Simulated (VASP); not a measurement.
Set up this calculation in VASP 6.6.1, as the native input.

* Task: single point
* Functional: LDA
* Potentials or basis: VASP PAW LDA potentials, release 64 (Na_pv)
* Cutoff: 520 eV
* k mesh: 18 × 18 × 18
* Occupations: gaussian, width 0.15 eV
* Spin: no spin polarisation
* Dipole correction: no
* Further INCAR settings: ALGO = Fast; EDIFF = 1e-06; NBANDS = 10

The structure of Na lies in POSCAR:

```
Na
1.0
   -1.9751998462      1.8353853446      2.6056338938
    1.8353853446     -1.9751998462      2.6056338938
    1.8756358626      1.8756358626     -2.7051978774
Na
1
Direct
    0.0000000000      0.0000000000      0.0000000000
```

These files were run (other wordings do the same):

INCAR

```
ALGO = Fast
EDIFF = 1E-6
ENCUT = 520
ISIF = 2
ISMEAR = 0
LASPH = True
LCHARG = False
LREAL = False
LWAVE = False
NBANDS = 10
NELM = 60
PREC = Accurate
SIGMA = 0.15
```

KPOINTS

```
k-points
0
Gamma
  18 18 18
```

Potentials or basis: VASP PAW LDA potentials, release 64 (Na_pv).

Launch:

```sh
$ cat potpaw_LDA.64/Na_pv/POTCAR > POTCAR
$ mpirun -np 1 vasp_std > vasp.out
```

Results of the run:

- Pressure: -0.7 GPa
- Band gap on the k mesh: zero (an odd number of electrons rules out a gap without spin polarisation)

Run time: 4.3 min on 1 thread of Intel(R) Xeon(R) 6975P-C (Granite Rapids) (shared host), peak memory 0.5 GiB.
